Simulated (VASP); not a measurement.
A run of VASP 6.6.1 is set up as follows.

Contents of INCAR:

```
SYSTEM = Hf
PREC = Accurate
ENCUT = 600
EDIFF = 1E-6
ISMEAR = 0
SIGMA = 0.1
LREAL = .False.
LASPH = .True.
NELM = 100
ALGO = Normal
ISIF = 3
LWAVE = .False.
LCHARG = .False.
GGA = PE
IBRION = 2
NSW = 100
EDIFFG = -0.005
```

File KPOINTS:

```
regular mesh
0
Gamma
  16 16 16
  0 0 0
```

The input POSCAR:

```
Hf
1.0
   -1.8050000000      1.8050000000      1.8050000000
    1.8050000000     -1.8050000000      1.8050000000
    1.8050000000      1.8050000000     -1.8050000000
Hf
1
Direct
    0.0000000000      0.0000000000      0.0000000000
```

Potentials or basis: VASP PAW PBE potentials, release 64 (Hf_pv).

The run is started by

```sh
$ cat potpaw_PBE.64/Hf_pv/POTCAR > POTCAR
$ mpirun -np 1 vasp_std > vasp.out
```

Question: Estimate the band gap on the k mesh.

Answer: Zero (band 5 reaches 6.17 eV, above the bottom of band 6 at 3.88 eV).

Question: What does it give for the relaxed volume?

Answer: 22.19 Å³/atom.

Question: What does it give for the relaxed cell?

Answer: a = 3.066 Å, b = 3.066 Å, c = 3.066 Å, α = 109.47°, β = 109.47°, γ = 109.47°.

The path:
| step | energy change (eV) | largest force (eV/Å) | pressure (GPa) | volume (Å³) |
| --- | --- | --- | --- | --- |
| 1 | 0.0000 | 0.0000 | -5.38 | 23.52 |
| 2 | 0.0015 | 0.0000 | 6.62 | 20.93 |
| 3 | -0.0234 | 0.0000 | -0.05 | 22.21 |
| 4 | -0.0234 | 0.0000 | 0.06 | 22.18 |
| 5 | -0.0234 | 0.0000 | -0.05 | 22.20 |
| 6 | -0.0234 | 0.0000 | 0.00 | 22.19 |

Caveat: spin-orbit coupling is left out, which moves the levels of the heavy elements.
